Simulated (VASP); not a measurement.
Wanted: the native input for a VASP 6.6.1 run.

* Task: single point
* Functional: LDA
* Potentials or basis: VASP PAW LDA potentials, release 64 (Hf_pv, Be)
* Cutoff: 520 eV
* k mesh: 9 × 9 × 9
* Occupations: fermi-dirac, width 0.05 eV
* Spin: no spin polarisation
* Dipole correction: no
* Further INCAR settings: ALGO = Normal; EDIFF = 1e-06; NBANDS = 14

The structure of HfBe2 lies in POSCAR:

```
HfBe2
1.0
    3.7795010000      0.0000000000      0.0000000000
   -1.8897505000      3.2731438796      0.0000000000
    0.0000000000      0.0000000000      3.1699580000
Hf Be
1 2
Direct
    0.0000000000      0.0000000000      0.0000000000
    0.3333333333      0.6666666667      0.5000000000
    0.6666666667      0.3333333333      0.5000000000
```

One way to write it, as run:

INCAR

```
PREC = Accurate
ENCUT = 520
EDIFF = 1E-6
ISMEAR = -1
SIGMA = 0.05
LREAL = False
LASPH = True
NELM = 80
ALGO = Normal
ISIF = 2
LWAVE = False
LCHARG = True
LELF = True
LVHAR = True
NBANDS = 14
```

KPOINTS

```
Automatic mesh
0
Gamma
  9 9 9
```

Potentials or basis: VASP PAW LDA potentials, release 64 (Hf_pv, Be).

Run with:

```bash
$ cat potpaw_LDA.64/Hf_pv/POTCAR potpaw_LDA.64/Be/POTCAR > POTCAR
$ mpirun -np 1 vasp_std > vasp.out
```

It gave:

- Pressure: -5.7 GPa
- Band gap on the k mesh: zero (bands 7 and 8 overlap by 2.81 eV)

Caveat: the cell stands under tension; spin-orbit coupling is left out, which moves the levels of the heavy elements.

It took 11 s on 1 thread of Intel(R) Xeon(R) 6975P-C (Granite Rapids), with other jobs on the host, peak memory 0.15 GiB.
